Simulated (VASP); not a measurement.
Tc: electric field gradients with PBEsol

Crystal: Tc.

```
Tc
1.0
     0.00000    1.97566    1.97566
     1.97566    0.00000    1.97566
     1.97566    1.97566    0.00000
Tc
1
Cartesian
  0.0000 0.0000 0.0000
```

This isn't the form of Tc at room conditions, which is hcp.

```
Program                : VASP 6.6.1
Task                   : electric field gradients
Functional             : PBEsol
Potentials or basis    : VASP PAW PBE potentials, release 64 (Tc_pv)
Cutoff                 : 520 eV
k mesh                 : 18 × 18 × 18
Occupations            : fermi-dirac, width 0.03 eV
Spin                   : no spin polarisation
Dipole correction      : no
Further INCAR settings : ALGO = Normal; EDIFF = 1e-08; NBANDS = 12
```

```json
{
  "Pressure": "-24.8 GPa",
  "Band gap on the k mesh": "zero (an odd number of electrons rules out a gap without spin polarisation)",
  "Largest electric field gradient by atom": "under 0.05 V/Å² on every atom"
}
```

Levels at points of the mesh, in eV from the Fermi level:
```tsv
k point	band 5	band 6	band 7	band 8	band 9	band 10
(0.00, 0.00, 0.00)	-1.60	-1.60	-1.60	0.75	0.75	14.03
(0.50, 0.00, 0.00)	-1.75	-1.75	1.10	2.59	2.59	9.82
(0.50, 0.50, 0.00)	-4.82	2.53	3.11	3.11	3.54	12.51
```

Wall time 30 s on 1 thread of Intel Xeon 8259CL, on a shared host, peak memory 0.17 GiB.

Caveat: the cell stands under tension; the PAW data sets were made with another functional, which shifts forces and pressure a little.
